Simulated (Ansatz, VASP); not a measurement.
**Two plane-wave programs on GaN**

Contents of INCAR:

```
ALGO = Normal
EDIFF = 1E-7
ENCUT = 520
GGA = PE
ISIF = 2
ISMEAR = -1
LASPH = T
LCHARG = T
LELF = T
LREAL = F
LVHAR = T
LWAVE = F
NBANDS = 16
NELM = 100
PREC = Accurate
SIGMA = 0.02
```

Contents of KPOINTS:

```
k-points
0
Gamma
  10 10 10
```

POSCAR

```
GaN
1.0
   -0.0183964846      2.1112039021      2.1112039021
    2.1112039021     -0.0183964846      2.1112039021
    2.1112039021      2.1112039021     -0.0183964846
Ga N
1 1
Direct
    0.0000000000      0.0000000000      0.0000000000
    0.5000000000      0.5000000000      0.5000000000
```

Input for Ansatz:

```yaml
crystal:
  lattice:
    - [-0.0183964846, 2.1112039021, 2.1112039021]
    - [2.1112039021, -0.0183964846, 2.1112039021]
    - [2.1112039021, 2.1112039021, -0.0183964846]
  atoms:
    - { symbol: Ga, position: [0.0, 0.0, 0.0] }
    - { symbol: "N", position: [0.5, 0.5, 0.5] }
kpoints:
  mp_grid: { grid: [10, 10, 10] }
  band_path:
    path:
      - [0.0, 0.0, 0.0]
      - [0.5, 0.0, 0.5]
      - [0.625, 0.25, 0.625]
      - [0.375, 0.375, 0.75]
      - [0.5, 0.5, 0.5]
      - [0.5, 0.25, 0.75]
      - [0.0, 0.174479, -0.174479]
      - [0.0, 0.5, 0.5]
    npoints: 1
hamiltonian:
  xc: pbe
scf:
  occupations: { method: fermi_dirac, width: 0.02 }
  n_extra_bands: 4
output:
  forces: true
  stress: true
  eigenvalues: true
```

Change from the starting cell: epitaxial_111 strain +1.0%.

Alike in both runs: task single point; functional PBE; k mesh 10 × 10 × 10; occupations fermi-dirac, width 0.02 eV; no spin polarisation.

|  | VASP | Ansatz |
| --- | --- | --- |
| version | VASP 6.6.1 | Ansatz 0.2.0 |
| potentials or method | VASP PAW PBE potentials, release 64 (Ga_d, N) | plane waves, PAW |
| plane-wave cutoff (eV) | 520 | 420 |
| valence electrons in the cell | 18 | 18 |

VASP gave:

```
pressure (GPa)                                                : 5.1
traceless stress, the component that is largest in VASP (GPa) : 1.81
```

Q: What did Ansatz give for the same quantities?

A: Pressure (GPa): 4.2; traceless stress, the component that is largest in VASP (GPa): 1.81.
